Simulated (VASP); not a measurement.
A run of VASP 6.6.1 is set up as follows.

Contents of INCAR:

```
SYSTEM = SiC
PREC     = Accurate       ! precision mode
ENCUT    = 520            ! plane-wave cutoff, eV
EDIFF    = 1E-6           ! SCF threshold, eV
ISMEAR   = 0              ! smearing method
SIGMA    = 0.05           ! smearing width, eV
LREAL    = .False.        ! projectors in reciprocal space
LASPH    = .True.         ! aspherical terms in the spheres
NELM     = 80             ! most SCF steps
ALGO     = Normal         ! electronic algorithm
ISIF     = 2              ! what is computed and relaxed
LWAVE    = .False.        ! write WAVECAR
LCHARG   = .True.         ! write CHGCAR
GGA      = PE             ! functional
LELF     = .True.         ! ELF
LVHAR    = .True.       
NBANDS   = 16             ! bands
```

Contents of KPOINTS:

```
Automatic mesh
0
Gamma
  9 9 5
  0 0 0
```

Contents of POSCAR:

```
SiC
1.0
    3.0760000000      0.0000000000      0.0000000000
   -1.5380000000      2.6638941420      0.0000000000
    0.0000000000      0.0000000000      5.0480000000
Si C
2 2
Direct
    0.6666666667      0.3333333333      0.5000000000
    0.3333333333      0.6666666667      0.0000000000
    0.6666666667      0.3333333333      0.8850000000
    0.3333333333      0.6666666667      0.3850000000
```

Potentials or basis: VASP PAW PBE potentials, release 64 (Si, C).

Launch:

```sh
$ cat potpaw_PBE.64/Si/POTCAR potpaw_PBE.64/C/POTCAR > POTCAR
$ mpirun -np 1 vasp_std > vasp.out
```

(1) What does it give for the band gap on the k mesh?

(2) What does it give for the largest force?

(3) What does it give for the pressure?

Answers

(1) 2.32 eV, indirect (least direct gap 4.11 eV).

(2) 0.753 eV/Å.

(3) 3.6 GPa.
